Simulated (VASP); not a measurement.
# Ge: single point with LDA

Crystal: Ge.

```
Ge
1.0
    -2.59154    2.59154    1.40667
     2.59154   -2.59154    1.40667
     2.59154    2.59154   -1.40667
Ge
2
Direct
  0.50000 0.50000 0.00000
  0.25000 0.75000 0.50000
```

This cell differs from its parent crystal: volume scaled by 1.02.

| Quantity | Value |
| --- | --- |
| Program | VASP 6.6.1 |
| Task | single point |
| Functional | LDA |
| Potentials or basis | VASP PAW LDA potentials, release 64 (Ge_d) |
| Cutoff | 520 eV |
| k mesh | 11 × 11 × 11 |
| Occupations | fermi-dirac, width 0.05 eV |
| Spin | no spin polarisation |
| Dipole correction | no |
| Further INCAR settings | ALGO = Normal; EDIFF = 1e-06; NBANDS = 21 |

* Pressure: -3.8 GPa
* Band gap on the k mesh: zero (band 14 reaches 7.94 eV, above the bottom of band 15 at 3.43 eV)

Stress tensor (GPa, compression positive):
```
-3.72  0.00  0.00
 0.00 -3.72  0.00
 0.00  0.00 -4.04
```

Levels at points of the mesh, in eV from the Fermi level:
| k point | band 12 | band 13 | band 14 | band 15 | band 16 | band 17 |
| --- | --- | --- | --- | --- | --- | --- |
| (0.00, 0.00, 0.00) | -4.22 | -2.27 | -2.27 | 3.41 | 7.39 | 7.39 |

It took 39 s on 1 thread of AMD EPYC 9R45 96-Core Processor (Zen 5) (shared host), peak memory 0.17 GiB.
